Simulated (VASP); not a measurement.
Set up this calculation in VASP 6.6.1, as the native input.

- Task: single point
- Functional: PBE
- Potentials or basis: VASP PAW PBE potentials, release 64 (Hf_pv, N)
- Cutoff: 520 eV
- k mesh: 22 × 22 × 22
- Occupations: gaussian, width 0.15 eV
- Spin: no spin polarisation
- Dipole correction: no
- Further INCAR settings: ALGO = Normal; EDIFF = 1e-06; NBANDS = 14

The structure of HfN lies in POSCAR:

```
HfN
1.0
    0.0000000000      2.3875913865      2.1602017307
    2.3875913865      0.0000000000      2.1602017307
    2.3875913865      2.3875913865      0.0000000000
Hf N
1 1
Direct
    0.0000000000      0.0000000000      0.0000000000
    0.5000000000      0.5000000000      0.5000000000
```

This cell differs from its parent crystal: strain +0.050 along x and y, -0.050 along z.

The input as run:

INCAR

```
ALGO = Normal
EDIFF = 1E-6
ENCUT = 520
GGA = PE
ISIF = 2
ISMEAR = 0
LASPH = True
LCHARG = False
LREAL = False
LWAVE = False
NBANDS = 14
NELM = 60
PREC = Accurate
SIGMA = 0.15
```

KPOINTS

```
k-points
0
Gamma
  22 22 22
```

Potentials or basis: VASP PAW PBE potentials, release 64 (Hf_pv, N).

Command:

```console
$ cat potpaw_PBE.64/Hf_pv/POTCAR potpaw_PBE.64/N/POTCAR > POTCAR
$ mpirun -np 1 vasp_std > vasp.out
```

Results of the run:

| Property | Result |
| --- | --- |
| Pressure | -7.4 GPa |
| Band gap on the k mesh | zero (an odd number of electrons rules out a gap without spin polarisation) |

Caveat: the cell differs from its parent crystal (strain +0.050 along x and y, -0.050 along z); the cell stands under tension; spin-orbit coupling is left out, which moves the levels of the heavy elements.

Run time: 2.5 min on 1 thread of Intel(R) Xeon(R) Platinum 8488C (Sapphire Rapids), with other jobs on the host, peak memory 0.39 GiB.
